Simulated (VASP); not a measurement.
# H17O8F in VASP: further runs

The runs below take H17O8F through single point, with PBE+D3(BJ).

Program: VASP 6.6.1. These are calculated values, not measurements. Logs are shortened: lines on timing, memory, paths and dates and some standing lists are left out, and cuts for length are marked.

### Step 1. The cell of the first run

The cell holds a disordered packing, 26 atoms: a = 6.495 Å, b = 6.495 Å, c = 6.495 Å, α = 90.00°, β = 90.00°, γ = 90.00°.

### Step 2. Single point, PBE+D3(BJ)

Contents of INCAR:

```
PREC = Accurate
ENCUT = 520
EDIFF = 1E-6
ISMEAR = -1
SIGMA = 0.05
LREAL = Auto
LASPH = T
NELM = 100
ALGO = Normal
ISIF = 2
LWAVE = F
LCHARG = T
GGA = PE
IVDW = 12
LELF = T
LVHAR = T
NBANDS = 55
```

Contents of KPOINTS:

```
regular mesh
0
Gamma
  1 1 1
```

Contents of POSCAR:

```
H17O8F
1.0
    6.4950650000      0.0000000000      0.0000000000
    0.0000000000      6.4950650000      0.0000000000
    0.0000000000      0.0000000000      6.4950650000
O H F
8 17 1
Direct
    1.1511971012      0.5597480549      0.3077259427
    0.4649376103     -0.0172592576      0.7467053832
    0.4956224457      0.8043799408      0.2272340616
    0.7392227791      0.7036419189      0.6051979464
    0.5160995310      0.2236621189      0.3998420339
   -0.0903147236      0.4007042270      0.8397144601
    0.3023372360      0.5718033615      0.7594689199
    0.0690370304      0.1741014139      0.1563340783
    1.1633909745      0.4163468726      0.2524224161
    1.1786641088      0.5471384813      0.4500493836
    0.4202729303      0.0141953930      0.8931550339
    0.4997794479      0.1164268564      0.6842117823
    0.3957928058      0.7065364242      0.2826299660
    0.5976229645      0.7631948256      0.1272350623
    0.6864442465      0.8301533549      0.6639348490
    0.6898160373      0.7162360962      0.4642447766
    0.4980704581      0.0628477159      0.3567477770
    0.6520796944      0.2336697169      0.3402121457
    0.0490834195      0.4197802485      0.7747266579
   -0.1825539852      0.5139902372      0.7982060226
    0.2718217601      0.7191306015      0.7915856115
    0.4531440409      0.5714800391      0.7122330569
   -0.0121322881      0.2168107632      0.0288064862
   -0.0084217787      0.0453729100      0.1931620392
    0.9966797869      0.6719255312      0.1982120271
    0.8921542741      0.7594535236      0.1267885695
```

Potentials or basis: VASP PAW PBE potentials, release 64 (O, H, F).

On the command line:

```sh
> cat potpaw_PBE.64/O/POTCAR potpaw_PBE.64/H/POTCAR potpaw_PBE.64/F/POTCAR > POTCAR
> mpirun -np 1 vasp_gam > vasp.out
```

OUTCAR:

```text
PREC = Accurate
   ENCUT = 520
   EDIFF = 1E-6
   ISMEAR = -1
   LREAL = Auto
   LASPH = T
   NELM = 100
   ISIF = 2
   GGA = PE
   IVDW = 12
 IVDW          = 12

 ion  position               nearest neighbor table
   1  0.151  0.560  0.308-  10 0.95   9 1.00
   2  0.465  0.983  0.747-  12 0.98  11 1.02
   3  0.496  0.804  0.227-  14 0.97  13 0.98
   4  0.739  0.704  0.605-  15 0.97  16 0.97
   5  0.516  0.224  0.400-  18 0.97  17 1.09
   6  0.910  0.401  0.840-  20 0.99  19 1.01
   7  0.302  0.572  0.759-  21 1.00  22 1.03
   8  0.069  0.174  0.156-  24 1.00  23 1.02
   9  0.163  0.416  0.252-   1 1.00
  10  0.179  0.547  0.450-   1 0.95
  11  0.420  0.014  0.893-   2 1.02
  12  0.500  0.116  0.684-   2 0.98
  13  0.396  0.707  0.283-   3 0.98
  14  0.598  0.763  0.127-   3 0.97
[... 10 lines left out ...]
  25  0.997  0.672  0.198-  26 1.00
  26  0.892  0.759  0.127-  25 1.00

  LATTYP: Found a simple cubic cell.
 ALAT       =     6.4950650000

  Lattice vectors:

 A1 = (   6.4950650000,   0.0000000000,   0.0000000000)
 A2 = (   0.0000000000,   6.4950650000,   0.0000000000)
 A3 = (   0.0000000000,   0.0000000000,   6.4950650000)

Analysis of symmetry for initial positions (statically):
=====================================================================
 Subroutine PRICEL returns:
 Original cell was already a primitive cell.

 Routine SETGRP: Setting up the symmetry group for a
 simple cubic supercell.

 Subroutine GETGRP returns: Found  1 space group operations
 (whereof  1 operations were pure point group operations)
 out of a pool of 48 trial point group operations.

The static configuration has the point symmetry C_1 .

Analysis of symmetry for dynamics (positions and initial velocities):
=====================================================================
 Subroutine PRICEL returns:
 Original cell was already a primitive cell.

 Routine SETGRP: Setting up the symmetry group for a
 simple cubic supercell.

 Subroutine GETGRP returns: Found  1 space group operations
 (whereof  1 operations were pure point group operations)
 out of a pool of 48 trial point group operations.

The dynamic configuration has the point symmetry C_1 .

 Subroutine INISYM returns: Found  1 space group operations
 (whereof  1 operations are pure point group operations),
 and found     1 'primitive' translations

----------------------------------------------------------------------------------------

                                     Primitive cell

  volume of cell :     274.0000

  direct lattice vectors                    reciprocal lattice vectors
     6.495065000  0.000000000  0.000000000     0.153963047  0.000000000  0.000000000
     0.000000000  6.495065000  0.000000000     0.000000000  0.153963047  0.000000000
     0.000000000  0.000000000  6.495065000     0.000000000  0.000000000  0.153963047

  length of vectors
     6.495065000  6.495065000  6.495065000     0.153963047  0.153963047  0.153963047

  position of ions in fractional coordinates (direct lattice)
     0.151197101  0.559748055  0.307725943
     0.464937610  0.982740742  0.746705383
     0.495622446  0.804379941  0.227234062
     0.739222779  0.703641919  0.605197946
     0.516099531  0.223662119  0.399842034
     0.909685276  0.400704227  0.839714460
[... 18 lines left out ...]
     0.996679787  0.671925531  0.198212027
     0.892154274  0.759453524  0.126788570

  ion indices of the primitive-cell ions
   primitive index   ion index
                 1           1
                 2           2
                 3           3
                 4           4
                 5           5
                 6           6
[... 18 lines left out ...]
                25          25
                26          26

----------------------------------------------------------------------------------------

 KPOINTS: regular mesh

Automatic generation of k-mesh.
 Grid dimensions read from file:
 generate k-points for:    1    1    1

 Generating k-lattice:

  Cartesian coordinates                     Fractional coordinates (reciprocal lattice)
     0.153963047  0.000000000  0.000000000     1.000000000  0.000000000  0.000000000
     0.000000000  0.153963047  0.000000000     0.000000000  1.000000000  0.000000000
     0.000000000  0.000000000  0.153963047     0.000000000  0.000000000  1.000000000

  Length of vectors
     0.153963047  0.153963047  0.153963047

  Shift w.r.t. Gamma in fractional coordinates (k-lattice)
     0.000000000  0.000000000  0.000000000

 Subroutine IBZKPT returns following result:
 ===========================================

 Found      1 irreducible k-points:

 Following reciprocal coordinates:
            Coordinates               Weight
  0.000000  0.000000  0.000000      1.000000
   k-points           NKPTS =      1   k-points in BZ     NKDIM =      1   number of bands    NBANDS=     55
   number of dos      NEDOS =    301   number of ions     NIONS =     26
   total plane-waves  NPLWV = 110592
   dimension x,y,z NGX =    48 NGY =   48 NGZ =   48
   dimension x,y,z NGXF=    96 NGYF=   96 NGZF=   96
   ions per type =               8  17   1
   NGX,Y,Z   is equivalent  to a cutoff of  12.29, 12.29, 12.29 a.u.
   NGXF,Y,Z  is equivalent  to a cutoff of  24.57, 24.57, 24.57 a.u.
 SYSTEM =  unknown system
   PREC   = accura    normal or accurate (medium, high low for compatibility)
   ISTART =      0    job   : 0-new  1-cont  2-samecut
   ICHARG =      2    charge: 1-file 2-atom 10-const
   ISPIN  =      1    spin polarized calculation?
   LNONCOLLINEAR =      F non collinear calculations
   LSORBIT =      F    spin-orbit coupling
   LASPH  =      T    aspherical Exc in radial PAW
   ENCUT  =  520.0 eV  38.22 Ry    6.18 a.u.  12.08 12.08 12.08*2*pi/ulx,y,z
   NELM   =    100;   NELMIN=  2; NELMDL= -5     # of ELM steps
   EDIFF  = 0.1E-05   stopping-criterion for ELM
   LREAL  =      T    real-space projection
   EDIFFG = 0.1E-04   stopping-criterion for IOM
   NSW    =      0    number of steps for IOM
   IBRION =     -1    ionic relax: 0-MD 1-quasi-New 2-CG
   NFREE  =      0    steps in history (QN), initial steepest desc. (CG)
   ISIF   =      2    stress and relaxation
   ISYM   =      2    0-nonsym 1-usesym 2-fastsym
   POTIM  = 0.5000    time-step for ionic-motion
   TEBEG  =    0.0;   TEEND  =   0.0 temperature during run
   PSTRESS=    0.0 pullay stress
   NELECT =      72.0000    total number of electrons
   NUPDOWN=      -1.0000    fix difference up-down
   EMIN   =  10.00;   EMAX   =-10.00  energy-range for DOS
   EFERMI =   0.00;   METHOD = LEGACY
   ISMEAR =    -1;   SIGMA  =   0.05  broadening in eV -4-tet -1-fermi 0-gaus
   EFERMI_NEDOS =   21; number of points for ismear=-14 and -15
   IALGO  =     38    algorithm
   IMIX   =      4    mixing-type and parameters
     AMIX     =   0.40;   BMIX     =  1.00
     AMIX_MAG =   1.60;   BMIX_MAG =  1.00
  volume/ion in A,a.u.               =      10.54        71.12
  Fermi-wavevector in a.u.,A,eV,Ry     =   1.048581  1.981532 14.959919  1.099523
  Thomas-Fermi vector in A             =   2.183509
   LORBIT       =      0    0 simple, 1 ext, 2 COOP (PROOUT), +10 PAW based schemes
   GGA     = PE    functional components
   LHFCALC =     F    Hartree Fock is set to
   AEXX    =    0.0000 exact exchange contribution
   IVDW    =    12    specifies the selected vdW correction
   LEPSILON=     F    determine dielectric tensor
   LRPA    =     F    only Hartree local field effects (RPA)
 non-spin polarized calculation
  energy-cutoff  :      520.00
  volume of cell :      274.00
 maximum number of plane-waves:      3625
   NGX = 25   NGY = 25   NGZ = 25

 number of electron      72.0000020 magnetization

 Free energy of the ion-electron system (eV)
  ---------------------------------------------------
  ext. energy  EPLUGINS =         0.00000000
  ---------------------------------------------------
  free energy    TOTEN  =      -124.38059030 eV

  energy without entropy =     -124.38059030  energy(sigma->0) =     -124.38059030

 E-fermi :  -2.3513     XC(G=0):  -6.6791

 val. band max:       -3.5945699676   @ k =   0.0000   0.0000   0.0000
 cond. band min:       0.7423305348   @ k =   0.0000   0.0000   0.0000
 fundamental gap:      4.3369005024
 Fermi energy:        -2.3512664967

 k-point     1 :       0.0000    0.0000    0.0000
  band No.  band energies     occupation
      1     -26.0426      2.00000
      2     -23.1931      2.00000
      3     -22.6002      2.00000
      4     -22.3035      2.00000
      5     -22.1519      2.00000
      6     -22.0054      2.00000
[... 40 lines left out ...]
     47       6.4080      0.00000
     48       6.7429      0.00000
 [bands above 48 left out]

------------------------ aborting loop because EDIFF is reached ----------------------------------------

 Edisp (eV)   -0.82722

 E8    (eV) :    -0.1686

  FORCE on cell =-STRESS in cart. coord.  units (eV):
  Direction    XX          YY          ZZ          XY          YZ          ZX
  --------------------------------------------------------------------------------------
  -------------------------------------------------------------------------------------
  Total      -3.84106    -3.44955    -1.54786    -0.43247    -1.16556     1.10730
  in kB     -22.46008   -20.17077    -9.05089    -2.52879    -6.81543     6.47477
  external pressure =      -17.23 kB  Pullay stress =        0.00 kB

 VOLUME and BASIS-vectors are now :
 -----------------------------------------------------------------------------
  energy-cutoff  :      520.00
  volume of cell :      274.00
      direct lattice vectors                 reciprocal lattice vectors
     6.495065000  0.000000000  0.000000000     0.153963047  0.000000000  0.000000000
     0.000000000  6.495065000  0.000000000     0.000000000  0.153963047  0.000000000
     0.000000000  0.000000000  6.495065000     0.000000000  0.000000000  0.153963047

 POSITION                                       TOTAL-FORCE (eV/Angst)
 -----------------------------------------------------------------------------------
      0.98204      3.63560      1.99870         0.318160     -0.455208     -1.786257
      3.01980      6.38297      4.84990        -0.471963      0.602662      1.976472
      3.21910      5.22450      1.47590        -0.113859      1.648927      0.844456
      4.80130      4.57020      3.93080         0.137470     -0.442852     -0.086205
      3.35210      1.45270      2.59700        -0.263092     -3.393362     -0.655850
      5.90846      2.60260      5.45400         0.826296     -0.591836     -0.185509
[... 18 lines left out ...]
      6.47350      4.36420      1.28740         0.100203     -0.131779      0.362702
      5.79460      4.93270      0.82350        -0.119283      0.405051     -0.245609
 -----------------------------------------------------------------------------------
    total drift:                                0.001996      0.003812      0.009669

  FREE ENERGIE OF THE ION-ELECTRON SYSTEM (eV)
  ---------------------------------------------------
  free  energy   TOTEN  =      -125.2078086575 eV

  energy  without entropy=     -125.2078086575  energy(sigma->0) =     -125.20780866
```

Wall time 39 s (1 thread of Intel Xeon 8259CL, shared host); peak memory 0.3 GiB.

What came out:

- Free energy: -125.2078 eV
- Pressure: -1.7 GPa
- Largest force: 3.466 eV/Å
- Dispersion energy per atom: -0.032 eV

Forces on the atoms (eV/Å):
```
O    0.318 -0.455 -1.786
O   -0.472  0.603  1.976
O   -0.114  1.649  0.844
O    0.137 -0.443 -0.086
O   -0.263 -3.393 -0.656
O    0.826 -0.592 -0.186
O    1.304  0.645 -0.596
O   -1.528 -0.908 -0.975
H   -0.301  0.060  0.068
H    0.023  0.038  2.012
H    0.550 -0.213 -1.458
H   -0.163 -0.018 -0.251
H   -0.058 -0.611 -0.944
H    0.082 -0.816  0.075
H   -0.375  0.580  0.642
H   -0.032 -0.192 -0.458
H   -0.289  2.632  0.589
H    0.641  0.730  0.006
H   -1.264  0.377  0.526
H    0.712 -0.231 -0.366
H    0.406 -1.024 -0.369
H   -1.703  0.254  0.466
H    0.671  0.319  0.884
H    0.911  0.736 -0.075
H    0.100 -0.132  0.363
F   -0.119  0.405 -0.246
```

Levels at points of the mesh, in eV from the Fermi level:
| k point | band 33 | band 34 | band 35 | band 36 | band 37 | band 38 | band 39 | band 40 |
| --- | --- | --- | --- | --- | --- | --- | --- | --- |
| (0.00, 0.00, 0.00) | -1.95 | -1.77 | -1.61 | -1.24 | 3.09 | 6.20 | 6.59 | 6.63 |

Caveat: the k points lie up to 0.97 Å⁻¹ apart; the atoms stand as in a frame of molecular dynamics.

(Continued in part 2 of 2.)
